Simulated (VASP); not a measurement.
Rb:

```
CELL_PARAMETERS angstrom
2.78209 -8.56628 0.00000
2.78209 8.56628 0.00000
0.00000 0.00000 7.99304
ATOMIC_POSITIONS crystal
Rb 0.13576 0.86424 0.00328
Rb 0.63576 0.36424 0.49672
Rb 0.86424 0.13576 0.99672
Rb 0.36424 0.63576 0.50328
```

* Program: VASP 6.6.1
* Task: relaxation of cell and atoms
* Functional: PBE
* Potentials or basis: VASP PAW PBE potentials, release 64 (Rb_sv)
* Cutoff: 500 eV
* k mesh: 10 × 10 × 6
* Occupations: gaussian, width 0.1 eV
* Spin: no spin polarisation

At the start: pressure -0.0 GPa; volume 95.25 Å³/atom.

Problem. How do energy, volume and symmetry change on relaxing?

Solution. Over 13 steps the energy falls by 6.1 meV/atom and the volume is 93.71 Å³/atom (-1.6 %); space group Cmce (No. 64, to 0.1 Å) before, Fmmm (No. 69, to 0.1 Å).

The path:
| step | energy change (eV) | largest force (eV/Å) | pressure (GPa) | volume (Å³) |
| --- | --- | --- | --- | --- |
| 1 | 0.0000 | 0.0311 | -0.02 | 380.98 |
| 2 | -0.0018 | 0.0315 | -0.02 | 380.38 |
| 3 | -0.0068 | 0.0325 | -0.01 | 378.52 |
| 4 | -0.0135 | 0.0341 | 0.02 | 374.63 |
| 5 | -0.0099 | 0.0362 | 0.08 | 366.09 |
| 6 | -0.0151 | 0.0348 | 0.04 | 371.80 |
| 7 | -0.0186 | 0.0308 | 0.02 | 374.07 |
| 8 | -0.0218 | 0.0201 | -0.03 | 380.54 |
| 9 | -0.0220 | 0.0223 | -0.02 | 379.18 |
| 10 | -0.0232 | 0.0194 | -0.01 | 376.19 |
| 11 | -0.0236 | 0.0164 | 0.01 | 373.47 |
| 12 | -0.0241 | 0.0110 | 0.00 | 373.95 |
| 13 | -0.0244 | 0.0011 | -0.01 | 374.84 |

Final structure:
```cif
data_structure
_symmetry_space_group_name_H-M 'P 1'
_symmetry_Int_Tables_number 1
_cell_length_a 9.1381
_cell_length_b 9.1381
_cell_length_c 8.3083
_cell_angle_alpha 90.000
_cell_angle_beta 90.000
_cell_angle_gamma 147.297
_cell_volume 374.84
loop_
_atom_site_label
_atom_site_type_symbol
_atom_site_fract_x
_atom_site_fract_y
_atom_site_fract_z
_atom_site_occupancy
Rb1 Rb 0.13162 0.86838 0.99989 1
Rb2 Rb 0.63162 0.36838 0.50011 1
Rb3 Rb 0.86838 0.13162 0.00011 1
Rb4 Rb 0.36838 0.63162 0.49989 1
```
